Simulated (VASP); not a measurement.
# Pt in VASP: single point with PBEsol

Aim: the single point of Pt with PBEsol.

All numbers are computed with VASP 6.6.1; they aren't measurements. Logs are shortened: lines on timing, memory, paths and dates and some standing lists are left out, and cuts for length are marked.

**1. The cell of the first run**

The typed cell holds 4 atoms: a = 3.352 Å, b = 3.352 Å, c = 5.414 Å, α = 90.00°, β = 90.00°, γ = 90.00°.

**2. Single point, PBEsol**

The input, INCAR:

```
SYSTEM = Pt
PREC = Accurate
ENCUT = 520
EDIFF = 1E-6
ISMEAR = 0
SIGMA = 0.1
LREAL = .FALSE.
LASPH = .TRUE.
NELM = 80
ALGO = Fast
ISIF = 2
LWAVE = .FALSE.
LCHARG = .TRUE.
GGA = PS
LELF = .TRUE.
LVHAR = .TRUE.
NBANDS = 28
```

The input, KPOINTS:

```
regular mesh
0
G
  6 6 4
  0 0 0
```

The input, POSCAR:

```
Pt
1.0
    2.3699837606     -2.3700682935      0.0000000000
    2.3699837606      2.3700682935      0.0000000000
    0.0000000000      0.0000000000      5.4143850785
Pt
4
Direct
    0.2500220636      0.7499779364      0.1250182973
    0.7500220636      0.2499779364      0.3749817027
    0.7499779364      0.2500220636      0.8749817027
    0.2499779364      0.7500220636      0.6250182973
```

Potentials or basis: VASP PAW PBE potentials, release 64 (Pt).

Command:

```console
$ cat potpaw_PBE.64/Pt/POTCAR > POTCAR
$ mpirun -np 1 vasp_std > vasp.out
```

OUTCAR:

```text
SYSTEM = Pt
   PREC = Accurate
   ENCUT = 520
   EDIFF = 1E-6
   ISMEAR = 0
   LREAL = .FALSE.
   LASPH = .TRUE.
   NELM = 80
   ISIF = 2
   GGA = PS

 ion  position               nearest neighbor table
   1  0.250  0.750  0.125-   4 2.71   4 2.71   2 2.73   2 2.73   2 2.73   2 2.73   3 2.73   3 2.73
                             3 2.73   3 2.73
   2  0.750  0.250  0.375-   3 2.71   3 2.71   1 2.73   1 2.73   1 2.73   1 2.73   4 2.73   4 2.73
                             4 2.73   4 2.73
   3  0.750  0.250  0.875-   2 2.71   2 2.71   4 2.73   4 2.73   4 2.73   4 2.73   1 2.73   1 2.73
                             1 2.73   1 2.73
   4  0.250  0.750  0.625-   1 2.71   1 2.71   3 2.73   3 2.73   3 2.73   3 2.73   2 2.73   2 2.73
                             2 2.73   2 2.73

  LATTYP: Found a base centered orthorhombic cell.
 ALAT       =     4.7399675212
 B/A-ratio  =     1.0000356681
 C/A-ratio  =     1.1422831600

  Lattice vectors:

 A1 = (   2.3699837606,  -2.3700682935,   0.0000000000)
 A2 = (   2.3699837606,   2.3700682935,   0.0000000000)
 A3 = (   0.0000000000,   0.0000000000,   5.4143850785)

Analysis of symmetry for initial positions (statically):
=====================================================================
 Subroutine PRICEL returns:
 Original cell was already a primitive cell.

 Routine SETGRP: Setting up the symmetry group for a
 base centered orthorhombic supercell.

 Subroutine GETGRP returns: Found  8 space group operations
 (whereof  4 operations were pure point group operations)
 out of a pool of  8 trial point group operations.

The static configuration has the point symmetry C_2h.
 The point group associated with its full space group is D_2h.

Analysis of symmetry for dynamics (positions and initial velocities):
=====================================================================
 Subroutine PRICEL returns:
 Original cell was already a primitive cell.

 Routine SETGRP: Setting up the symmetry group for a
 base centered orthorhombic supercell.

 Subroutine GETGRP returns: Found  8 space group operations
 (whereof  4 operations were pure point group operations)
 out of a pool of  8 trial point group operations.

The dynamic configuration has the point symmetry C_2h.
 The point group associated with its full space group is D_2h.

 Subroutine INISYM returns: Found  8 space group operations
 (whereof  4 operations are pure point group operations),
 and found     1 'primitive' translations

----------------------------------------------------------------------------------------

                                     Primitive cell

  volume of cell :      60.8255

  direct lattice vectors                    reciprocal lattice vectors
     2.369983761 -2.370068294  0.000000000     0.210971910 -0.210964385  0.000000000
     2.369983761  2.370068294  0.000000000     0.210971910  0.210964385  0.000000000
     0.000000000  0.000000000  5.414385078     0.000000000  0.000000000  0.184693180

  length of vectors
     3.351722951  3.351722951  5.414385078     0.298354015  0.298354015  0.184693180

  position of ions in fractional coordinates (direct lattice)
     0.250022064  0.749977936  0.125018297
     0.750022064  0.249977936  0.374981703
     0.749977936  0.250022064  0.874981703
     0.249977936  0.750022064  0.625018297

  ion indices of the primitive-cell ions
   primitive index   ion index
                 1           1
                 2           2
                 3           3
                 4           4

----------------------------------------------------------------------------------------

 KPOINTS: regular mesh

Automatic generation of k-mesh.
 Grid dimensions read from file:
 generate k-points for:    6    6    4

 Generating k-lattice:

  Cartesian coordinates                     Fractional coordinates (reciprocal lattice)
     0.035161985 -0.035160731  0.000000000     0.166666667  0.000000000  0.000000000
     0.035161985  0.035160731  0.000000000     0.000000000  0.166666667  0.000000000
     0.000000000  0.000000000  0.046173295     0.000000000  0.000000000  0.250000000

  Length of vectors
     0.049725669  0.049725669  0.046173295

  Shift w.r.t. Gamma in fractional coordinates (k-lattice)
     0.000000000  0.000000000  0.000000000

 Subroutine IBZKPT returns following result:
 ===========================================

 Found     39 irreducible k-points:

 Following reciprocal coordinates:
            Coordinates               Weight
  0.000000  0.000000  0.000000      1.000000
  0.166667  0.000000  0.000000      4.000000
  0.333333  0.000000  0.000000      4.000000
  0.500000  0.000000  0.000000      2.000000
  0.166667  0.166667  0.000000      2.000000
  0.333333  0.166667  0.000000      4.000000
[... 16 lines left out ...]
  0.333333  0.333333  0.250000      4.000000
  0.500000  0.333333  0.250000      8.000000
 [... further k-points ...]
   k-points           NKPTS =     39   k-points in BZ     NKDIM =     39   number of bands    NBANDS=     28
   number of dos      NEDOS =    301   number of ions     NIONS =      4
   total plane-waves  NPLWV =  31360
   dimension x,y,z NGX =    28 NGY =   28 NGZ =   40
   dimension x,y,z NGXF=    56 NGYF=   56 NGZF=   80
   ions per type =               4
   NGX,Y,Z   is equivalent  to a cutoff of  13.89, 13.89, 12.28 a.u.
   NGXF,Y,Z  is equivalent  to a cutoff of  27.78, 27.78, 24.56 a.u.
 SYSTEM =  Pt
   PREC   = accura    normal or accurate (medium, high low for compatibility)
   ISTART =      0    job   : 0-new  1-cont  2-samecut
   ICHARG =      2    charge: 1-file 2-atom 10-const
   ISPIN  =      1    spin polarized calculation?
   LNONCOLLINEAR =      F non collinear calculations
   LSORBIT =      F    spin-orbit coupling
   LASPH  =      T    aspherical Exc in radial PAW
   ENCUT  =  520.0 eV  38.22 Ry    6.18 a.u.   6.23  6.23 10.07*2*pi/ulx,y,z
   NELM   =     80;   NELMIN=  2; NELMDL= -5     # of ELM steps
   EDIFF  = 0.1E-05   stopping-criterion for ELM
   LREAL  =      F    real-space projection
   EDIFFG = 0.1E-04   stopping-criterion for IOM
   NSW    =      0    number of steps for IOM
   IBRION =     -1    ionic relax: 0-MD 1-quasi-New 2-CG
   NFREE  =      0    steps in history (QN), initial steepest desc. (CG)
   ISIF   =      2    stress and relaxation
   ISYM   =      2    0-nonsym 1-usesym 2-fastsym
   POTIM  = 0.5000    time-step for ionic-motion
   TEBEG  =    0.0;   TEEND  =   0.0 temperature during run
   PSTRESS=    0.0 pullay stress
   NELECT =      40.0000    total number of electrons
   NUPDOWN=      -1.0000    fix difference up-down
   EMIN   =  10.00;   EMAX   =-10.00  energy-range for DOS
   EFERMI =   0.00;   METHOD = LEGACY
   ISMEAR =     0;   SIGMA  =   0.10  broadening in eV -4-tet -1-fermi 0-gaus
   EFERMI_NEDOS =   21; number of points for ismear=-14 and -15
   IALGO  =     68    algorithm
   IMIX   =      4    mixing-type and parameters
     AMIX     =   0.40;   BMIX     =  1.00
     AMIX_MAG =   1.60;   BMIX_MAG =  1.00
  volume/ion in A,a.u.               =      15.21       102.62
  Fermi-wavevector in a.u.,A,eV,Ry     =   1.423638  2.690287 27.575559  2.026746
  Thomas-Fermi vector in A             =   2.544215
   LORBIT       =      0    0 simple, 1 ext, 2 COOP (PROOUT), +10 PAW based schemes
   GGA     = PS    functional components
   LHFCALC =     F    Hartree Fock is set to
   AEXX    =    0.0000 exact exchange contribution
   IVDW    =     0    specifies the selected vdW correction
   LEPSILON=     F    determine dielectric tensor
   LRPA    =     F    only Hartree local field effects (RPA)
 non-spin polarized calculation
 RMM-DIIS sequential band-by-band and
 Gauss-broadening in eV      SIGMA  =   0.10
  energy-cutoff  :      520.00
  volume of cell :       60.83
 maximum number of plane-waves:      1653
 NGX is ok and might be reduce to    28
   NGX = 13   NGY = 13   NGZ = 21

 number of electron      40.0000000 magnetization

 Free energy of the ion-electron system (eV)
  ---------------------------------------------------
  ext. energy  EPLUGINS =         0.00000000
  ---------------------------------------------------
  free energy    TOTEN  =       -27.80139489 eV

  energy without entropy =      -27.77890843  energy(sigma->0) =      -27.79015166

 E-fermi :  10.8878     XC(G=0): -13.5651

 val. band max:       10.8830430313   @ k =   0.1667   0.0000   0.0000
 cond. band min:      10.8953781926   @ k =   0.3333   0.0000   0.2500
 fundamental gap:      0.0123351613
 Fermi energy:        10.8877915953

 k-point     1 :       0.0000    0.0000    0.0000
  band No.  band energies     occupation
      1       0.7362      2.00000
      2       3.9304      2.00000
      3       4.2446      2.00000
      4       5.6793      2.00000
      5       5.6803      2.00000
      6       5.9197      2.00000
[... 20 lines left out ...]
     27      23.3379      0.00000
     28      24.1952      0.00000

 k-point     2 :       0.1667    0.0000    0.0000
  band No.  band energies     occupation
      1       1.2279      2.00000
      2       4.0972      2.00000
      3       4.5675      2.00000
      4       4.9397      2.00000
      5       4.9402      2.00000
      6       6.0603      2.00000
[... 20 lines left out ...]
     27      22.2542      0.00000
     28      24.4147      0.00000

 k-point     3 :       0.3333    0.0000    0.0000
  band No.  band energies     occupation
      1       2.5655      2.00000
      2       4.1103      2.00000
      3       4.1105      2.00000
      4       4.4488      2.00000
      5       5.2598      2.00000
      6       5.2602      2.00000
[... 20 lines left out ...]
     27      21.3016      0.00000
     28      24.0650      0.00000

 k-point     4 :       0.5000    0.0000    0.0000
  band No.  band energies     occupation
      1       3.8076      2.00000
      2       3.8076      2.00000
      3       4.0978      2.00000
      4       4.0978      2.00000
      5       4.9592      2.00000
      6       4.9592      2.00000
[... 20 lines left out ...]
     27      23.4046      0.00000
     28      23.4046      0.00000

 k-point     5 :       0.1667    0.1667    0.0000
  band No.  band energies     occupation
      1       1.6567      2.00000
      2       4.2104      2.00000
      3       4.7133      2.00000
      4       4.7135      2.00000
      5       4.9171      2.00000
      6       6.0365      2.00000
[... 20 lines left out ...]
     27      21.3043      0.00000
     28      23.8002      0.00000

 k-point     6 :       0.3333    0.1667    0.0000
  band No.  band energies     occupation
      1       2.7637      2.00000
      2       4.3331      2.00000
      3       4.3331      2.00000
      4       4.3744      2.00000
      5       5.4031      2.00000
      6       5.4035      2.00000
[... 463 lines left out ...]
      5       5.4294      2.00000
      6       5.6973      2.00000
[... 20 lines left out ...]
     27      21.4104      0.00000
     28      21.9756      0.00000

 k-point    22 :      -0.1667    0.1667    0.2500
  band No.  band energies     occupation
      1       2.0883      2.00000
      2       4.1692      2.00000
      3       4.6949      2.00000
      4       5.0696      2.00000
      5       5.3668      2.00000
      6       5.8636      2.00000
[... 20 lines left out ...]
     27      21.7848      0.00000
     28      22.7798      0.00000

 k-point    23 :       0.3333    0.3333    0.2500
  band No.  band energies     occupation
      1       3.6416      2.00000
      2       4.5491      2.00000
      3       4.9130      2.00000
      4       5.0074      2.00000
      5       5.8861      2.00000
      6       5.9772      2.00000
[... 20 lines left out ...]
     27      19.1518      0.00000
     28      20.0506      0.00000

 k-point    24 :       0.5000    0.3333    0.2500
  band No.  band energies     occupation
      1       4.0587      2.00000
      2       4.0589      2.00000
      3       5.2296      2.00000
      4       5.2299      2.00000
      5       5.6647      2.00000
      6       5.6647      2.00000
[... 20 lines left out ...]
     27      18.7248      0.00000
     28      18.7250      0.00000

 [... further k-points ...]

------------------------ aborting loop because EDIFF is reached ----------------------------------------

  FORCE on cell =-STRESS in cart. coord.  units (eV):
  Direction    XX          YY          ZZ          XY          YZ          ZX
  --------------------------------------------------------------------------------------
  -------------------------------------------------------------------------------------
  Total       -0.1755770     -0.1801122     -0.1385513      0.0000000      0.0000000      0.0000000
  in kB       -4.6247989     -4.7442596     -3.6495198      0.0000000      0.0000000      0.0000000
  external PRESSURE =      -4.3395261 kB  Pullay stress =       0.0000000 kB

 VOLUME and BASIS-vectors are now :
 -----------------------------------------------------------------------------
  energy-cutoff  :      520.00
  volume of cell :       60.83
      direct lattice vectors                 reciprocal lattice vectors
     2.369983761 -2.370068294  0.000000000     0.210971910 -0.210964385  0.000000000
     2.369983761  2.370068294  0.000000000     0.210971910  0.210964385  0.000000000
     0.000000000  0.000000000  5.414385078     0.000000000  0.000000000  0.184693180

 POSITION                                       TOTAL-FORCE (eV/Angst)
 -----------------------------------------------------------------------------------
      2.36998      1.18493      0.67690         0.000000      0.000892     -0.000991
      2.36998     -1.18514      2.03030         0.000000      0.000892      0.000991
      2.36998     -1.18493      4.73749         0.000000     -0.000892      0.000991
      2.36998      1.18514      3.38409         0.000000     -0.000892     -0.000991
 -----------------------------------------------------------------------------------
    total drift:                                0.000000     -0.000000      0.000000

  FREE ENERGIE OF THE ION-ELECTRON SYSTEM (eV)
  ---------------------------------------------------
  free  energy   TOTEN  =       -27.8013948883 eV

  energy  without entropy=      -27.7789084317  energy(sigma->0) =      -27.79015166
```

Run time: 68 s. Hardware: 1 thread of AMD EPYC 7R43 (Zen 3), shared host; peak memory 0.16 GiB.

What came out:

```
Free energy            : -27.8014 eV
Pressure               : -0.4 GPa
Band gap on the k mesh : zero (bands 20 and 21 overlap by 0.65 eV)
```

Levels at points of the mesh, in eV from the Fermi level:
| k point | band 17 | band 18 | band 19 | band 20 | band 21 | band 22 | band 23 | band 24 |
| --- | --- | --- | --- | --- | --- | --- | --- | --- |
| (0.00, 0.00, 0.00) | -2.33 | -0.35 | 0.24 | 0.24 | 0.80 | 2.37 | 2.37 | 5.46 |
| (0.50, 0.00, 0.00) | -1.19 | -1.19 | 0.41 | 0.41 | 0.62 | 0.62 | 0.64 | 0.64 |
| (0.50, 0.50, 0.00) | -0.94 | -0.94 | -0.62 | -0.62 | 0.65 | 0.65 | 5.20 | 5.20 |
| (0.00, 0.00, 0.50) | -1.63 | -1.63 | -1.32 | -1.32 | -0.17 | -0.17 | 6.55 | 6.55 |
| (0.50, 0.00, 0.50) | -0.16 | -0.16 | -0.16 | -0.16 | 0.14 | 0.14 | 0.14 | 0.14 |
| (0.50, 0.50, 0.50) | -1.38 | -1.38 | -1.38 | -1.38 | 4.64 | 4.64 | 4.64 | 4.64 |

Caveat: the PAW data sets were made with another functional, which shifts forces and pressure a little; spin-orbit coupling is left out, which moves the levels of the heavy elements.
